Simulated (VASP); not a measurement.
# Si (I4/mmm) in VASP: single point with PBE

Aim: the single point of Si with PBE.

All numbers are computed with VASP 6.6.1; they aren't measurements. Logs are shortened: lines on timing, memory, paths and dates and some standing lists are left out, and cuts for length are marked.

## 1. The cell of the first run

It takes space group I4/mmm (No. 139, tetragonal). The conventional cell has a = 6.651 Å, b = 6.651 Å, c = 3.845 Å, α = 90.00°, β = 90.00°, γ = 90.00°. Si (site symmetry m2m) has 4 Si at 2.34 to 2.38 Å within 3.1 Å. Si (site symmetry m2m) has 4 Si at 2.34 to 2.38 Å within 3.1 Å.

## 2. Single point, PBE

The input, INCAR:

```
SYSTEM = Si
PREC     = Accurate       ! precision mode
ENCUT    = 520            ! plane-wave cutoff, eV
EDIFF    = 1E-6           ! SCF threshold, eV
ISMEAR   = 0              ! smearing method
SIGMA    = 0.05           ! smearing width, eV
LREAL    = Auto         
LASPH    = .True.         ! aspherical terms in the spheres
NELM     = 100            ! most SCF steps
ALGO     = Normal         ! electronic algorithm
ISIF     = 2              ! what is computed and relaxed
LWAVE    = .False.        ! write WAVECAR
LCHARG   = .True.         ! write CHGCAR
GGA      = PE             ! functional
LELF     = .True.         ! ELF
LVHAR    = .True.       
NBANDS   = 166            ! bands
```

The input, KPOINTS:

```
Automatic mesh
0
Gamma
  1 1 1
  0 0 0
```

The input, POSCAR:

```
Si
1.0
    6.6508880000      6.6508890000      3.8447710000
   -9.9763330000      3.3254440000      1.9223860000
    3.3254440000     -9.9763330000      9.6119280000
Si
64
Direct
    0.1341010000      0.9553000000      0.9553000000
    0.3841010000      0.7053000000      0.7053000000
    0.1341010000      0.7053000000      0.2053000000
    0.6341010000      0.4553000000      0.4553000000
    0.8841010000      0.2053000000      0.2053000000
    0.3841010000      0.4553000000      0.9553000000
    0.6341010000      0.2053000000      0.7053000000
    0.1341010000      0.4553000000      0.4553000000
    0.3841010000      0.2053000000      0.2053000000
    0.1341010000      0.2053000000      0.7053000000
    0.8841010000      0.9553000000      0.4553000000
    0.6341010000      0.9553000000      0.9553000000
    0.8841010000      0.7053000000      0.7053000000
    0.3841010000      0.9553000000      0.4553000000
    0.6341010000      0.7053000000      0.2053000000
    0.8841010000      0.4553000000      0.9553000000
    0.1158990000      0.5447000000      0.0447000000
    0.3658990000      0.2947000000      0.7947000000
    0.6158990000      0.0447000000      0.5447000000
    0.1158990000      0.2947000000      0.2947000000
    0.3658990000      0.0447000000      0.0447000000
    0.1158990000      0.0447000000      0.5447000000
    0.8658990000      0.7947000000      0.2947000000
    0.6158990000      0.7947000000      0.7947000000
    0.8658990000      0.5447000000      0.5447000000
    0.3658990000      0.7947000000      0.2947000000
    0.6158990000      0.5447000000      0.0447000000
    0.1158990000      0.7947000000      0.7947000000
    0.3658990000      0.5447000000      0.5447000000
    0.8658990000      0.2947000000      0.7947000000
    0.6158990000      0.2947000000      0.2947000000
    0.8658990000      0.0447000000      0.0447000000
    0.0447000000      0.1341010000      0.9553000000
    0.2947000000      0.8841010000      0.7053000000
    0.5447000000      0.6341010000      0.4553000000
    0.0447000000      0.8841010000      0.2053000000
    0.2947000000      0.6341010000      0.9553000000
    0.0447000000      0.6341010000      0.4553000000
    0.7947000000      0.3841010000      0.2053000000
    0.5447000000      0.3841010000      0.7053000000
    0.7947000000      0.1341010000      0.4553000000
    0.2947000000      0.3841010000      0.2053000000
    0.5447000000      0.1341010000      0.9553000000
    0.0447000000      0.3841010000      0.7053000000
    0.2947000000      0.1341010000      0.4553000000
    0.7947000000      0.8841010000      0.7053000000
    0.5447000000      0.8841010000      0.2053000000
    0.7947000000      0.6341010000      0.9553000000
    0.2053000000      0.6158990000      0.7947000000
    0.4553000000      0.3658990000      0.5447000000
    0.7053000000      0.1158990000      0.2947000000
    0.2053000000      0.3658990000      0.0447000000
    0.4553000000      0.1158990000      0.7947000000
    0.2053000000      0.1158990000      0.2947000000
    0.9553000000      0.8658990000      0.0447000000
    0.7053000000      0.8658990000      0.5447000000
    0.9553000000      0.6158990000      0.2947000000
    0.4553000000      0.8658990000      0.0447000000
    0.7053000000      0.6158990000      0.7947000000
    0.2053000000      0.8658990000      0.5447000000
    0.4553000000      0.6158990000      0.2947000000
    0.9553000000      0.3658990000      0.5447000000
    0.7053000000      0.3658990000      0.0447000000
    0.9553000000      0.1158990000      0.7947000000
```

Potentials or basis: VASP PAW PBE potentials, release 64 (Si).

On the command line:

```console
$ cat potpaw_PBE.64/Si/POTCAR > POTCAR
$ mpirun -np 1 vasp_gam > vasp.out
```

OUTCAR:

```text
SYSTEM = Si
   PREC = Accurate
   ENCUT = 520
   EDIFF = 1E-6
   ISMEAR = 0
   LREAL = Auto
   LASPH = .True.
   NELM = 100
   ISIF = 2
   GGA = PE

 ion  position               nearest neighbor table
   1  0.134  0.955  0.955-  21 2.34  28 2.34  55 2.38  33 2.38
   2  0.384  0.705  0.705-  24 2.34  29 2.34  49 2.38  34 2.38
   3  0.134  0.705  0.205-  26 2.34  17 2.34  57 2.38  36 2.38
   4  0.634  0.455  0.455-  25 2.34  31 2.34  50 2.38  35 2.38
   5  0.884  0.205  0.205-  20 2.34  32 2.34  51 2.38  39 2.38
   6  0.384  0.455  0.955-  27 2.34  18 2.34  52 2.38  37 2.38
[... 56 lines left out ...]
  63  0.705  0.366  0.045-  43 2.34  39 2.34  16 2.38  27 2.38
  64  0.955  0.116  0.795-  46 2.34  33 2.34  10 2.38  30 2.38

  LATTYP: Found a triclinic cell.
 ALAT       =    10.1612449887
 B/A-ratio  =     3.0241273988
 C/A-ratio  =     1.1803256044
 COS(alpha) =     0.0006103648
 COS(beta)  =     0.5449076326
 COS(gamma) =     0.7560318497

  Lattice vectors:

 A1 = (  -6.6508880000,  -6.6508890000,  -3.8447710000)
 A2 = ( -26.6035530000,  -0.0000010000, -15.3790840000)
 A3 = (   3.3254450000,  -9.9763330000,  -5.7671570000)

Analysis of symmetry for initial positions (statically):
=====================================================================
 Subroutine PRICEL returns following result:

  LATTYP: Found a body centered tetragonal cell.
 ALAT       =     6.6508885000
 C/A-ratio  =     0.5780838530

  Lattice vectors:

 A1 = (   3.3254445000,  -3.3254442500,  -1.9223857500)
 A2 = (  -3.3254442500,   3.3254442500,  -1.9223855000)
 A3 = (   3.3254440000,   3.3254445000,   1.9223855000)

  16 primitive cells build up your supercell.

 Routine SETGRP: Setting up the symmetry group for a
 triclinic supercell.

 Subroutine GETGRP returns: Found  2 space group operations
 (whereof  2 operations were pure point group operations)
 out of a pool of  2 trial point group operations.

The static configuration has the point symmetry S_2 .

Analysis of symmetry for dynamics (positions and initial velocities):
=====================================================================
 Subroutine PRICEL returns following result:

  LATTYP: Found a body centered tetragonal cell.
 ALAT       =     6.6508885000
 C/A-ratio  =     0.5780838530

  Lattice vectors:

 A1 = (   3.3254445000,  -3.3254442500,  -1.9223857500)
 A2 = (  -3.3254442500,   3.3254442500,  -1.9223855000)
 A3 = (   3.3254440000,   3.3254445000,   1.9223855000)

  16 primitive cells build up your supercell.

 Routine SETGRP: Setting up the symmetry group for a
 triclinic supercell.

 Subroutine GETGRP returns: Found  2 space group operations
 (whereof  2 operations were pure point group operations)
 out of a pool of  2 trial point group operations.

The dynamic configuration has the point symmetry S_2 .

 Subroutine INISYM returns: Found  2 space group operations
 (whereof  2 operations are pure point group operations),
 and found    16 'primitive' translations

----------------------------------------------------------------------------------------

                                     Primitive cell

  volume of cell :      85.0354

  direct lattice vectors                    reciprocal lattice vectors
     3.325444500 -3.325444250 -1.922385750     0.150355841  0.000000006 -0.260093487
    -3.325444250  3.325444250 -1.922385500    -0.000000015  0.150355845 -0.260093497
     3.325444000  3.325444500  1.922385500     0.150355845  0.150355851  0.000000010

  length of vectors
     5.080622753  5.080622494  5.080622494     0.300425533  0.300425544  0.212635280

  position of ions in fractional coordinates (direct lattice)
     0.178800000  0.178800000  0.357602000
     0.821200000  0.821200000  0.642398000
     0.821198000  0.178800000  0.999999000
     0.178802000  0.821200000  0.000001000

  ion indices of the primitive-cell ions
   primitive index   ion index
                 1           1
                 2          28
                 3          33
                 4          55

----------------------------------------------------------------------------------------

 KPOINTS: Automatic mesh

Automatic generation of k-mesh.
 Grid dimensions read from file:
 generate k-points for:    1    1    1

 Generating k-lattice:

  Cartesian coordinates                     Fractional coordinates (reciprocal lattice)
     0.037588962  0.075177924  0.065023377     1.000000000 -0.000000000  0.000000000
    -0.075177924  0.037588958  0.065023369     0.000000000  1.000000000  0.000000000
     0.000000004 -0.037588961  0.065023374    -0.000000000  0.000000000  1.000000000

  Length of vectors
     0.106267069  0.106267063  0.075106386

  Shift w.r.t. Gamma in fractional coordinates (k-lattice)
     0.000000000  0.000000000  0.000000000

 Subroutine IBZKPT returns following result:
 ===========================================

 Found      1 irreducible k-points:

 Following reciprocal coordinates:
            Coordinates               Weight
  0.000000  0.000000  0.000000      1.000000
   k-points           NKPTS =      1   k-points in BZ     NKDIM =      1   number of bands    NBANDS=    166
   number of dos      NEDOS =    301   number of ions     NIONS =     64
   total plane-waves  NPLWV = 691200
   dimension x,y,z NGX =    80 NGY =   80 NGZ =  108
   dimension x,y,z NGXF=   160 NGYF=  160 NGZF=  216
   ions per type =              64
   NGX,Y,Z   is equivalent  to a cutoff of  13.09, 12.44, 12.60 a.u.
   NGXF,Y,Z  is equivalent  to a cutoff of  26.18, 24.88, 25.20 a.u.
 SYSTEM =  Si
   PREC   = accura    normal or accurate (medium, high low for compatibility)
   ISTART =      0    job   : 0-new  1-cont  2-samecut
   ICHARG =      2    charge: 1-file 2-atom 10-const
   ISPIN  =      1    spin polarized calculation?
   LNONCOLLINEAR =      F non collinear calculations
   LSORBIT =      F    spin-orbit coupling
   LASPH  =      T    aspherical Exc in radial PAW
   ENCUT  =  520.0 eV  38.22 Ry    6.18 a.u.  18.89 19.88 26.49*2*pi/ulx,y,z
   NELM   =    100;   NELMIN=  2; NELMDL= -5     # of ELM steps
   EDIFF  = 0.1E-05   stopping-criterion for ELM
   LREAL  =      T    real-space projection
   EDIFFG = 0.1E-04   stopping-criterion for IOM
   NSW    =      0    number of steps for IOM
   IBRION =     -1    ionic relax: 0-MD 1-quasi-New 2-CG
   NFREE  =      0    steps in history (QN), initial steepest desc. (CG)
   ISIF   =      2    stress and relaxation
   ISYM   =      2    0-nonsym 1-usesym 2-fastsym
   POTIM  = 0.5000    time-step for ionic-motion
   TEBEG  =    0.0;   TEEND  =   0.0 temperature during run
   PSTRESS=    0.0 pullay stress
   NELECT =     256.0000    total number of electrons
   NUPDOWN=      -1.0000    fix difference up-down
   EMIN   =  10.00;   EMAX   =-10.00  energy-range for DOS
   EFERMI =   0.00;   METHOD = LEGACY
   ISMEAR =     0;   SIGMA  =   0.05  broadening in eV -4-tet -1-fermi 0-gaus
   EFERMI_NEDOS =   21; number of points for ismear=-14 and -15
   IALGO  =     38    algorithm
   IMIX   =      4    mixing-type and parameters
     AMIX     =   0.40;   BMIX     =  1.00
     AMIX_MAG =   1.60;   BMIX_MAG =  1.00
  volume/ion in A,a.u.               =      21.26       143.46
  Fermi-wavevector in a.u.,A,eV,Ry     =   0.938098  1.772748 11.973506  0.880028
  Thomas-Fermi vector in A             =   2.065276
   LORBIT       =      0    0 simple, 1 ext, 2 COOP (PROOUT), +10 PAW based schemes
   GGA     = PE    functional components
   LHFCALC =     F    Hartree Fock is set to
   AEXX    =    0.0000 exact exchange contribution
   IVDW    =     0    specifies the selected vdW correction
   LEPSILON=     F    determine dielectric tensor
   LRPA    =     F    only Hartree local field effects (RPA)
 non-spin polarized calculation
 Gauss-broadening in eV      SIGMA  =   0.05
  energy-cutoff  :      520.00
  volume of cell :     1360.57
 maximum number of plane-waves:     18321
 NGX is ok and might be reduce to    80
   NGX = 37   NGY = 39   NGZ = 53

 number of electron     255.9999996 magnetization

 Free energy of the ion-electron system (eV)
  ---------------------------------------------------
  ext. energy  EPLUGINS =         0.00000000
  ---------------------------------------------------
  free energy    TOTEN  =      -339.27599303 eV

  energy without entropy =     -339.27599303  energy(sigma->0) =     -339.27599303

 E-fermi :   5.1676     XC(G=0):  -9.0807

 val. band max:        4.8982234165   @ k =   0.0000   0.0000   0.0000
 cond. band min:       6.2092991829   @ k =   0.0000   0.0000   0.0000
 fundamental gap:      1.3110757664
 Fermi energy:         5.1676362347

 k-point     1 :       0.0000    0.0000    0.0000
  band No.  band energies     occupation
      1      -6.5942      2.00000
      2      -5.9213      2.00000
      3      -5.9213      2.00000
      4      -5.5943      2.00000
      5      -5.3281      2.00000
      6      -5.3281      2.00000
[... 132 lines left out ...]
    139       6.8699      0.00000
    140       6.9488      0.00000
 [bands above 140 left out]

------------------------ aborting loop because EDIFF is reached ----------------------------------------

  FORCE on cell =-STRESS in cart. coord.  units (eV):
  Direction    XX          YY          ZZ          XY          YZ          ZX
  --------------------------------------------------------------------------------------
  -------------------------------------------------------------------------------------
  Total        7.0244522     11.9775981     16.3970177     -4.1133367     -2.5053632     -3.2064444
  in kB        8.2718605     14.1045904     19.3088142     -4.8437866     -2.9502677     -3.7758476
  external PRESSURE =      13.8950884 kB  Pullay stress =       0.0000000 kB

 VOLUME and BASIS-vectors are now :
 -----------------------------------------------------------------------------
  energy-cutoff  :      520.00
  volume of cell :     1360.57
      direct lattice vectors                 reciprocal lattice vectors
     6.650888000  6.650889000  3.844771000     0.037588962  0.075177924  0.065023377
    -9.976333000  3.325444000  1.922386000    -0.075177924  0.037588958  0.065023369
     3.325444000 -9.976333000  9.611928000     0.000000004 -0.037588961  0.065023374

 POSITION                                       TOTAL-FORCE (eV/Angst)
 -----------------------------------------------------------------------------------
     -5.46170     -5.46170     11.53432         0.014334      0.010078     -0.234790
     -2.13626     -2.13626      9.61193         0.014334      0.010078     -0.234790
     -5.46170      1.18919      3.84478         0.014334      0.010078     -0.234790
      1.18918      1.18919      7.68955         0.014334      0.010078     -0.234790
      4.51463      4.51463      5.76716         0.014334      0.010078     -0.234790
      1.18918     -5.46170     11.53432         0.014334      0.010078     -0.234790
[... 56 lines left out ...]
      1.18919      5.46171      3.84477         0.033066     -0.043464      0.046982
      7.84008     -1.18918     11.53431         0.033066     -0.043464      0.046982
 -----------------------------------------------------------------------------------
    total drift:                                0.000000     -0.000000      0.000000

  FREE ENERGIE OF THE ION-ELECTRON SYSTEM (eV)
  ---------------------------------------------------
  free  energy   TOTEN  =      -339.2759930281 eV

  energy  without entropy=     -339.2759930281  energy(sigma->0) =     -339.27599303
```

It took 8.5 min on 1 thread of AMD EPYC 7R13 (Zen 3), shared host; peak memory 1.1 GiB.

What came out:

| Property | Result |
| --- | --- |
| Free energy | -339.2760 eV |
| Pressure | 1.4 GPa |
| Largest force | 0.235 eV/Å |
| Band gap on the k mesh | 1.31 eV |

Forces on the atoms (eV/Å):
```
Si   0.014  0.010 -0.235
Si   0.014  0.010 -0.235
Si   0.014  0.010 -0.235
Si   0.014  0.010 -0.235
Si   0.014  0.010 -0.235
Si   0.014  0.010 -0.235
Si   0.014  0.010 -0.235
Si   0.014  0.010 -0.235
Si   0.014  0.010 -0.235
Si   0.014  0.010 -0.235
Si   0.014  0.010 -0.235
Si   0.014  0.010 -0.235
Si   0.014  0.010 -0.235
Si   0.014  0.010 -0.235
Si   0.014  0.010 -0.235
Si   0.014  0.010 -0.235
Si  -0.014 -0.010  0.235
Si  -0.014 -0.010  0.235
Si  -0.014 -0.010  0.235
Si  -0.014 -0.010  0.235
Si  -0.014 -0.010  0.235
Si  -0.014 -0.010  0.235
Si  -0.014 -0.010  0.235
Si  -0.014 -0.010  0.235
Si  -0.014 -0.010  0.235
Si  -0.014 -0.010  0.235
Si  -0.014 -0.010  0.235
Si  -0.014 -0.010  0.235
Si  -0.014 -0.010  0.235
Si  -0.014 -0.010  0.235
Si  -0.014 -0.010  0.235
Si  -0.014 -0.010  0.235
Si  -0.033  0.043 -0.047
Si  -0.033  0.043 -0.047
Si  -0.033  0.043 -0.047
Si  -0.033  0.043 -0.047
Si  -0.033  0.043 -0.047
Si  -0.033  0.043 -0.047
Si  -0.033  0.043 -0.047
Si  -0.033  0.043 -0.047
Si  -0.033  0.043 -0.047
Si  -0.033  0.043 -0.047
Si  -0.033  0.043 -0.047
Si  -0.033  0.043 -0.047
Si  -0.033  0.043 -0.047
Si  -0.033  0.043 -0.047
Si  -0.033  0.043 -0.047
Si  -0.033  0.043 -0.047
Si   0.033 -0.043  0.047
Si   0.033 -0.043  0.047
Si   0.033 -0.043  0.047
Si   0.033 -0.043  0.047
Si   0.033 -0.043  0.047
Si   0.033 -0.043  0.047
Si   0.033 -0.043  0.047
Si   0.033 -0.043  0.047
Si   0.033 -0.043  0.047
Si   0.033 -0.043  0.047
Si   0.033 -0.043  0.047
Si   0.033 -0.043  0.047
Si   0.033 -0.043  0.047
Si   0.033 -0.043  0.047
Si   0.033 -0.043  0.047
Si   0.033 -0.043  0.047
```

Levels at points of the mesh, in eV from the valence-band top:
```tsv
k point	band 124	band 125	band 126	band 127	band 128	band 129	band 130	band 131	band 132	band 133
(0.00, 0.00, 0.00)	-0.20	-0.20	0.00	0.00	0.00	1.31	1.31	1.41	1.41	1.44
```

Caveat: the k points lie up to 0.67 Å⁻¹ apart. A k mesh can miss the band edges.
